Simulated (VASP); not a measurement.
# Cu (Fm-3m) in VASP: further runs

The runs below take Cu through single point, with r2SCAN.

All numbers are computed with VASP 6.6.1; they aren't measurements. Logs are shortened: lines on timing, memory, paths and dates and some standing lists are left out, and cuts for length are marked.

### 1 The cell of the first run

The structure is cubic, space group Fm-3m (No. 225). The conventional cell has a = 3.488 Å, b = 3.488 Å, c = 3.488 Å, α = 90.00°, β = 90.00°, γ = 90.00°. Within 3.3 Å of Cu (site symmetry m-3m) lie 12 Cu at 2.47 Å.

### 2 Single point, r2SCAN

Contents of POSCAR:

```
Cu
1.0
    0.0000000000      1.7437539937      1.7437539937
    1.7437539937      0.0000000000      1.7437539937
    1.7437539937      1.7437539937      0.0000000000
Cu
1
Direct
    0.0000000000      0.0000000000      0.0000000000
```

Contents of INCAR.step1:

```
  PREC = Accurate
  ENCUT = 520
  ISMEAR = -1
  SIGMA = 0.1
  LREAL = False
  LASPH = True
  NELM = 100
  NBANDS = 12
  GGA = PE
  ALGO = Normal
  EDIFF = 1E-4
  LWAVE = True
  LCHARG = False
```

Contents of INCAR.step2:

```
  PREC = Accurate
  ENCUT = 520
  EDIFF = 1E-6
  ISMEAR = -1
  SIGMA = 0.1
  LREAL = False
  LASPH = True
  NELM = 100
  ALGO = Normal
  ISIF = 2
  LWAVE = False
  LCHARG = True
  METAGGA = R2SCAN
  LMIXTAU = True
  LELF = True
  LVHAR = True
  NBANDS = 12
  ISTART = 1
```

Contents of KPOINTS:

```
regular mesh
0
Gamma
  26 26 26
```

Potentials or basis: VASP PAW PBE potentials, release 64 (Cu).

Run with:

```console
> cat potpaw_PBE.64/Cu/POTCAR > POTCAR
> cp INCAR.step1 INCAR
> mpirun -np 1 vasp_std > vasp.out
> cp INCAR.step2 INCAR
> mpirun -np 1 vasp_std > vasp.out
```

OUTCAR:

```text
PREC = Accurate
   ENCUT = 520
   EDIFF = 1E-6
   ISMEAR = -1
   LREAL = False
   LASPH = True
   NELM = 100
   ISIF = 2
   METAGGA = R2SCAN
   ISTART = 1

 ion  position               nearest neighbor table
   1  0.000  0.000  0.000-

  LATTYP: Found a face centered cubic cell.
 ALAT       =     3.4875079874

  Lattice vectors:

 A1 = (   0.0000000000,   1.7437539937,   1.7437539937)
 A2 = (   1.7437539937,   0.0000000000,   1.7437539937)
 A3 = (   1.7437539937,   1.7437539937,   0.0000000000)

Analysis of symmetry for initial positions (statically):
=====================================================================
 Subroutine PRICEL returns:
 Original cell was already a primitive cell.

 Routine SETGRP: Setting up the symmetry group for a
 face centered cubic supercell.

 Subroutine GETGRP returns: Found 48 space group operations
 (whereof 48 operations were pure point group operations)
 out of a pool of 48 trial point group operations.

The static configuration has the point symmetry O_h .

Analysis of symmetry for dynamics (positions and initial velocities):
=====================================================================
 Subroutine PRICEL returns:
 Original cell was already a primitive cell.

 Routine SETGRP: Setting up the symmetry group for a
 face centered cubic supercell.

 Subroutine GETGRP returns: Found 48 space group operations
 (whereof 48 operations were pure point group operations)
 out of a pool of 48 trial point group operations.

The dynamic configuration has the point symmetry O_h .

 Subroutine INISYM returns: Found 48 space group operations
 (whereof 48 operations are pure point group operations),
 and found     1 'primitive' translations

----------------------------------------------------------------------------------------

                                     Primitive cell

  volume of cell :      10.6044

  direct lattice vectors                    reciprocal lattice vectors
     0.000000000  1.743753994  1.743753994    -0.286737695  0.286737695  0.286737695
     1.743753994  0.000000000  1.743753994     0.286737695 -0.286737695  0.286737695
     1.743753994  1.743753994  0.000000000     0.286737695  0.286737695 -0.286737695

  length of vectors
     2.466040547  2.466040547  2.466040547     0.496644255  0.496644255  0.496644255

  position of ions in fractional coordinates (direct lattice)
     0.000000000  0.000000000  0.000000000

  ion indices of the primitive-cell ions
   primitive index   ion index
                 1           1

----------------------------------------------------------------------------------------

 KPOINTS: regular mesh

Automatic generation of k-mesh.
 Grid dimensions read from file:
 generate k-points for:   26   26   26

 Generating k-lattice:

  Cartesian coordinates                     Fractional coordinates (reciprocal lattice)
    -0.011028373  0.011028373  0.011028373     0.038461538  0.000000000  0.000000000
     0.011028373 -0.011028373  0.011028373     0.000000000  0.038461538  0.000000000
     0.011028373  0.011028373 -0.011028373     0.000000000  0.000000000  0.038461538

  Length of vectors
     0.019101702  0.019101702  0.019101702

  Shift w.r.t. Gamma in fractional coordinates (k-lattice)
     0.000000000  0.000000000  0.000000000

 Subroutine IBZKPT returns following result:
 ===========================================

 Found    511 irreducible k-points:

 Following reciprocal coordinates:
            Coordinates               Weight
  0.000000  0.000000  0.000000      1.000000
  0.038462  0.000000  0.000000      8.000000
  0.076923  0.000000  0.000000      8.000000
  0.115385  0.000000  0.000000      8.000000
  0.153846  0.000000  0.000000      8.000000
  0.192308  0.000000  0.000000      8.000000
[... 16 lines left out ...]
  0.346154  0.038462  0.000000     24.000000
  0.384615  0.038462  0.000000     24.000000
 [... further k-points ...]
   k-points           NKPTS =    511   k-points in BZ     NKDIM =    511   number of bands    NBANDS=     12
   number of dos      NEDOS =    301   number of ions     NIONS =      1
   total plane-waves  NPLWV =   5832
   dimension x,y,z NGX =    18 NGY =   18 NGZ =   18
   dimension x,y,z NGXF=    36 NGYF=   36 NGZF=   36
   ions per type =               1
   NGX,Y,Z   is equivalent  to a cutoff of  12.13, 12.13, 12.13 a.u.
   NGXF,Y,Z  is equivalent  to a cutoff of  24.27, 24.27, 24.27 a.u.
 SYSTEM =  unknown system
   PREC   = accura    normal or accurate (medium, high low for compatibility)
   ISTART =      1    job   : 0-new  1-cont  2-samecut
   ICHARG =      0    charge: 1-file 2-atom 10-const
   ISPIN  =      1    spin polarized calculation?
   LNONCOLLINEAR =      F non collinear calculations
   LSORBIT =      F    spin-orbit coupling
   LASPH  =      T    aspherical Exc in radial PAW
   ENCUT  =  520.0 eV  38.22 Ry    6.18 a.u.   4.59  4.59  4.59*2*pi/ulx,y,z
   NELM   =    100;   NELMIN=  2; NELMDL=  0     # of ELM steps
   EDIFF  = 0.1E-05   stopping-criterion for ELM
   LREAL  =      F    real-space projection
   EDIFFG = 0.1E-04   stopping-criterion for IOM
   NSW    =      0    number of steps for IOM
   IBRION =     -1    ionic relax: 0-MD 1-quasi-New 2-CG
   NFREE  =      0    steps in history (QN), initial steepest desc. (CG)
   ISIF   =      2    stress and relaxation
   ISYM   =      2    0-nonsym 1-usesym 2-fastsym
   POTIM  = 0.5000    time-step for ionic-motion
   TEBEG  =    0.0;   TEEND  =   0.0 temperature during run
   PSTRESS=    0.0 pullay stress
   NELECT =      11.0000    total number of electrons
   NUPDOWN=      -1.0000    fix difference up-down
   EMIN   =  10.00;   EMAX   =-10.00  energy-range for DOS
   EFERMI =   0.00;   METHOD = LEGACY
   ISMEAR =    -1;   SIGMA  =   0.10  broadening in eV -4-tet -1-fermi 0-gaus
   EFERMI_NEDOS =   21; number of points for ismear=-14 and -15
   IALGO  =     38    algorithm
   IMIX   =      4    mixing-type and parameters
     AMIX     =   0.40;   BMIX     =  1.00
     AMIX_MAG =   1.60;   BMIX_MAG =  1.00
  volume/ion in A,a.u.               =      10.60        71.56
  Fermi-wavevector in a.u.,A,eV,Ry     =   1.657209  3.131670 37.366229  2.746340
  Thomas-Fermi vector in A             =   2.745001
   LORBIT       =      0    0 simple, 1 ext, 2 COOP (PROOUT), +10 PAW based schemes
   METAGGA = R2SCAN    functional components
   LHFCALC =     F    Hartree Fock is set to
   AEXX    =    0.0000 exact exchange contribution
   IVDW    =     0    specifies the selected vdW correction
   LEPSILON=     F    determine dielectric tensor
   LRPA    =     F    only Hartree local field effects (RPA)
 non-spin polarized calculation
  energy-cutoff  :      520.00
  volume of cell :       10.60
 maximum number of plane-waves:       302
   NGX =  9   NGY =  9   NGZ =  9

 number of electron      10.9999989 magnetization

 Free energy of the ion-electron system (eV)
  ---------------------------------------------------
  ext. energy  EPLUGINS =         0.00000000
  ---------------------------------------------------
  free energy    TOTEN  =       -10.79052105 eV

  energy without entropy =      -10.78213458  energy(sigma->0) =      -10.78632782

 E-fermi :   8.8308     XC(G=0): -14.4853

 val. band max:        8.8251895918   @ k =   0.4615   0.2308   0.0000
 cond. band min:       8.8606299190   @ k =   0.5000   0.3462   0.1538
 fundamental gap:      0.0354403272
 Fermi energy:         8.8307820378

 k-point     1 :       0.0000    0.0000    0.0000
  band No.  band energies     occupation
      1      -1.7515      2.00000
      2       5.2996      2.00000
      3       5.2997      2.00000
      4       5.2997      2.00000
      5       6.2665      2.00000
      6       6.2665      2.00000
      7      33.0696      0.00000
      8      36.9804      0.00000
      9      36.9804      0.00000
     10      36.9806      0.00000
     11      39.5135      0.00000
     12      39.5135      0.00000

 k-point     2 :       0.0385    0.0000    0.0000
  band No.  band energies     occupation
      1      -1.6909      2.00000
      2       5.2851      2.00000
      3       5.3121      2.00000
      4       5.3121      2.00000
      5       6.2612      2.00000
      6       6.2612      2.00000
      7      32.8541      0.00000
      8      35.9165      0.00000
      9      36.7657      0.00000
     10      36.7659      0.00000
     11      39.8064      0.00000
     12      39.8064      0.00000

 k-point     3 :       0.0769    0.0000    0.0000
  band No.  band energies     occupation
      1      -1.5099      2.00000
      2       5.2432      2.00000
      3       5.3471      2.00000
      4       5.3472      2.00000
      5       6.2477      2.00000
      6       6.2477      2.00000
      7      31.9034      0.00000
      8      34.7040      0.00000
      9      36.3028      0.00000
     10      36.3029      0.00000
     11      40.4885      0.00000
     12      40.4885      0.00000
[... 286 lines left out ...]
 k-point    23 :       0.3462    0.0385    0.0000
  band No.  band energies     occupation
      1       2.0041      2.00000
      2       5.2040      2.00000
      3       5.3621      2.00000
      4       5.4066      2.00000
      5       6.6315      2.00000
      6       6.7010      2.00000
      7      18.5994      0.00000
      8      31.9457      0.00000
      9      32.6380      0.00000
     10      35.0543      0.00000
     11      37.5711      0.00000
     12      39.5843      0.00000

 k-point    24 :       0.3846    0.0385    0.0000
  band No.  band energies     occupation
      1       2.4569      2.00000
      2       5.3055      2.00000
      3       5.3566      2.00000
      4       5.5839      2.00000
      5       6.8087      2.00000
      6       6.8192      2.00000
      7      16.8646      0.00000
      8      31.6703      0.00000
      9      32.6017      0.00000
     10      34.4879      0.00000
     11      37.2803      0.00000
     12      38.8177      0.00000

 [... further k-points ...]

------------------------ aborting loop because EDIFF is reached ----------------------------------------

  FORCE on cell =-STRESS in cart. coord.  units (eV):
  Direction    XX          YY          ZZ          XY          YZ          ZX
  --------------------------------------------------------------------------------------
  -------------------------------------------------------------------------------------
  Total        1.0343297      1.0343297      1.0343297      0.0000000     -0.0000000      0.0000000
  in kB      156.2729902    156.2729902    156.2729902      0.0000000     -0.0000000      0.0000000
  external PRESSURE =     156.2729902 kB  Pullay stress =       0.0000000 kB

 VOLUME and BASIS-vectors are now :
 -----------------------------------------------------------------------------
  energy-cutoff  :      520.00
  volume of cell :       10.60
      direct lattice vectors                 reciprocal lattice vectors
     0.000000000  1.743753994  1.743753994    -0.286737695  0.286737695  0.286737695
     1.743753994  0.000000000  1.743753994     0.286737695 -0.286737695  0.286737695
     1.743753994  1.743753994  0.000000000     0.286737695  0.286737695 -0.286737695

 POSITION                                       TOTAL-FORCE (eV/Angst)
 -----------------------------------------------------------------------------------
      0.00000      0.00000      0.00000         0.000000      0.000000      0.000000
 -----------------------------------------------------------------------------------
    total drift:                                0.000000     -0.000000     -0.000000

  FREE ENERGIE OF THE ION-ELECTRON SYSTEM (eV)
  ---------------------------------------------------
  free  energy   TOTEN  =       -10.7905210525 eV

  energy  without entropy=      -10.7821345849  energy(sigma->0) =      -10.78632782
```

Run time: 95 s. Hardware: 1 thread of Intel Xeon 6975P-C (Granite Rapids), shared host; peak memory 0.17 GiB.

What came out:

| Item | Value |
| --- | --- |
| Free energy | -10.7905 eV |
| Pressure | 15.6 GPa |
| Band gap on the k mesh | zero (an odd number of electrons rules out a gap without spin polarisation) |

Caveat: the cell stands under pressure; the PAW data sets were made with another functional, which shifts forces and pressure a little.

### 3 Single point, r2SCAN

This run uses another cell than the first one, of 10.84 Å³/atom.

Contents of POSCAR:

```
Cu
1.0
    0.0000000000      1.7568346471      1.7568346471
    1.7568346471      0.0000000000      1.7568346471
    1.7568346471      1.7568346471      0.0000000000
Cu
1
Direct
    0.0000000000      0.0000000000      0.0000000000
```

Contents of INCAR.step1:

```
PREC     = Accurate       # precision mode
ENCUT    = 520            # plane-wave cutoff, eV
ISMEAR   = -1             # smearing method
SIGMA    = 0.1            # smearing width, eV
LREAL    = False          # projectors in reciprocal space
LASPH    = True           # aspherical terms in the spheres
NELM     = 60             # most SCF steps
NBANDS   = 12             # bands
GGA      = PE             # functional
ALGO     = Normal         # electronic algorithm
EDIFF    = 1E-4           # SCF threshold, eV
LWAVE    = True           # write WAVECAR
LCHARG   = False          # write CHGCAR
```

Contents of INCAR.step2:

```
PREC     = Accurate       # precision mode
ENCUT    = 520            # plane-wave cutoff, eV
EDIFF    = 1E-7           # SCF threshold, eV
ISMEAR   = -1             # smearing method
SIGMA    = 0.1            # smearing width, eV
LREAL    = False          # projectors in reciprocal space
LASPH    = True           # aspherical terms in the spheres
NELM     = 60             # most SCF steps
ALGO     = Normal         # electronic algorithm
ISIF     = 2              # what is computed and relaxed
LWAVE    = False          # write WAVECAR
LCHARG   = False          # write CHGCAR
METAGGA  = R2SCAN         # meta-GGA
LMIXTAU  = True         
NBANDS   = 12             # bands
ISTART   = 1
```

KPOINTS is that of step 2.

Potentials or basis: VASP PAW PBE potentials, release 64 (Cu).

Run with:

```console
> cat potpaw_PBE.64/Cu/POTCAR > POTCAR
> cp INCAR.step1 INCAR
> mpirun -np 1 vasp_std > vasp.out
> cp INCAR.step2 INCAR
> mpirun -np 1 vasp_std > vasp.out
```

Run time: 1.8 min. Hardware: 1 thread of Intel Xeon 6975P-C (Granite Rapids), shared host; peak memory 0.17 GiB.

It converged, with:

| Property | Result |
| --- | --- |
| Free energy | -10.8106 eV |
| Pressure | 10.7 GPa |
| Band gap on the k mesh | zero (an odd number of electrons rules out a gap without spin polarisation) |

Levels at points of the mesh, in eV from the Fermi level:
| k point | band 2 | band 3 | band 4 | band 5 | band 6 | band 7 | band 8 | band 9 | band 10 | band 11 |
| --- | --- | --- | --- | --- | --- | --- | --- | --- | --- | --- |
| (0.00, 0.00, 0.00) | -3.45 | -3.45 | -3.45 | -2.51 | -2.51 | 24.06 | 27.79 | 27.79 | 27.79 | 30.28 |
| (0.50, 0.00, 0.00) | -3.50 | -3.50 | -1.85 | -1.85 | -1.34 | 4.41 | 22.52 | 24.52 | 24.52 | 27.33 |
| (0.50, 0.50, 0.00) | -5.09 | -1.88 | -1.67 | -1.67 | 1.50 | 8.03 | 14.44 | 14.44 | 19.02 | 22.64 |

Caveat: the cell stands under pressure; the PAW data sets were made with another functional, which shifts forces and pressure a little.

### 4 Single point, r2SCAN

This run uses another cell than the first one, of 11.00 Å³/atom.

Contents of POSCAR:

```
Cu
1.0
    0.0000000000      1.7654272497      1.7654272497
    1.7654272497      0.0000000000      1.7654272497
    1.7654272497      1.7654272497      0.0000000000
Cu
1
Direct
    0.0000000000      0.0000000000      0.0000000000
```

Contents of INCAR.step1:

```
SYSTEM = Cu
PREC = Accurate ; ENCUT = 520
ISMEAR = -1 ; SIGMA = 0.1
LREAL = .False. ; LASPH = .True.
NELM = 100 ; NBANDS = 12
GGA = PE ; ALGO = Normal
EDIFF = 1E-4 ; LWAVE = .True.
LCHARG = .False.
```

Contents of INCAR.step2:

```
SYSTEM = Cu
PREC = Accurate ; ENCUT = 520
EDIFF = 1E-7 ; ISMEAR = -1
SIGMA = 0.1 ; LREAL = .False.
LASPH = .True. ; NELM = 100
ALGO = Normal ; ISIF = 2
LWAVE = .False. ; LCHARG = .False.
METAGGA = R2SCAN ; LMIXTAU = .True.
NBANDS = 12 ; ISTART = 1
```

Contents of KPOINTS:

```
Automatic mesh
0
Gamma
  26 26 26
  0 0 0
```

Run with:

```console
> cat potpaw_PBE.64/Cu/POTCAR > POTCAR
> cp INCAR.step1 INCAR
> mpirun -np 1 vasp_std > vasp.out
> cp INCAR.step2 INCAR
> mpirun -np 1 vasp_std > vasp.out
```

Run time: 2.2 min. Hardware: 1 thread of Intel Xeon 6975P-C (Granite Rapids), shared host; peak memory 0.18 GiB.

The run converged. Its results:

```yaml
Free_energy: -10.8200 eV
Pressure: 7.6 GPa
Band_gap_on_the_k_mesh: zero (an odd number of electrons rules out a gap without spin polarisation)
```

Levels at points of the mesh, in eV from the Fermi level:
```csv
k point,band 3,band 4,band 5,band 6,band 7,band 8,band 9,band 10
"(0.00, 0.00, 0.00)",-3.39,-3.39,-2.48,-2.48,23.94,27.55,27.55,27.55
"(0.50, 0.00, 0.00)",-3.45,-1.83,-1.83,-1.29,4.33,22.41,24.28,24.28
"(0.50, 0.50, 0.00)",-1.86,-1.66,-1.66,1.51,7.92,14.32,14.32,18.86
```

Caveat: the cell stands under pressure; the PAW data sets were made with another functional, which shifts forces and pressure a little.

### 5 Single point, r2SCAN

This run uses another cell than the first one, of 11.18 Å³/atom.

Contents of POSCAR:

```
Cu
1.0
    0.0000000000      1.7746924427      1.7746924427
    1.7746924427      0.0000000000      1.7746924427
    1.7746924427      1.7746924427      0.0000000000
Cu
1
Direct
    0.0000000000      0.0000000000      0.0000000000
```

Contents of INCAR.step1:

```
SYSTEM = Cu
ALGO = Normal
EDIFF = 1E-4
ENCUT = 520
GGA = PE
ISMEAR = -1
LASPH = .TRUE.
LCHARG = .FALSE.
LREAL = .FALSE.
LWAVE = .TRUE.
NBANDS = 12
NELM = 100
PREC = Accurate
SIGMA = 0.1
```

Contents of INCAR.step2:

```
SYSTEM = Cu
ALGO = Normal
EDIFF = 1E-6
ENCUT = 520
ISIF = 2
ISMEAR = -1
ISTART = 1
LASPH = .TRUE.
LCHARG = .FALSE.
LMIXTAU = .TRUE.
LREAL = .FALSE.
LWAVE = .FALSE.
METAGGA = R2SCAN
NBANDS = 12
NELM = 100
PREC = Accurate
SIGMA = 0.1
```

Contents of KPOINTS:

```
k-points
0
G
  26 26 26
  0 0 0
```

Run with:

```console
> cat potpaw_PBE.64/Cu/POTCAR > POTCAR
> cp INCAR.step1 INCAR
> mpirun -np 1 vasp_std > vasp.out
> cp INCAR.step2 INCAR
> mpirun -np 1 vasp_std > vasp.out
```

It took 2 min on 1 thread of Intel Xeon 6975P-C (Granite Rapids), shared host; peak memory 0.18 GiB.

The run converged. Its results:

```
Free energy            : -10.8269 eV
Pressure               : 4.5 GPa
Band gap on the k mesh : zero (an odd number of electrons rules out a gap without spin polarisation)
```

Levels at points of the mesh, in eV from the Fermi level:
| k point | band 4 | band 5 | band 6 | band 7 | band 8 | band 9 |
| --- | --- | --- | --- | --- | --- | --- |
| (0.00, 0.00, 0.00) | -3.34 | -2.45 | -2.45 | 23.82 | 27.29 | 27.29 |
| (0.50, 0.00, 0.00) | -1.81 | -1.81 | -1.24 | 4.24 | 22.29 | 24.02 |
| (0.50, 0.50, 0.00) | -1.64 | -1.64 | 1.53 | 7.81 | 14.19 | 14.19 |

Caveat: the cell stands under pressure; the PAW data sets were made with another functional, which shifts forces and pressure a little.

### 6 Summary

```csv
cell,gap on the mesh (eV),pressure (GPa)
"a = 2.466 Å, angles 60.0°, 1 atom",none,15.6
"a = 2.485 Å, angles 60.0°, 1 atom",none,10.7
"a = 2.497 Å, angles 60.0°, 1 atom",none,7.6
"a = 2.510 Å, angles 60.0°, 1 atom",none,4.5
```

Alike in all rows: task single point; level r2SCAN; potentials or basis VASP PAW PBE potentials, release 64 (Cu); no spin polarisation; k mesh 26 × 26 × 26; cutoff (eV) 520; smearing fermi-dirac 0.1 eV.

Caveats: the cell stands under pressure; the PAW data sets were made with another functional, which shifts forces and pressure a little.

Absolute energies hang on the potentials; compare differences alone.

The gap in the log of VASP goes by the Fermi energy; the results here count the filled bands.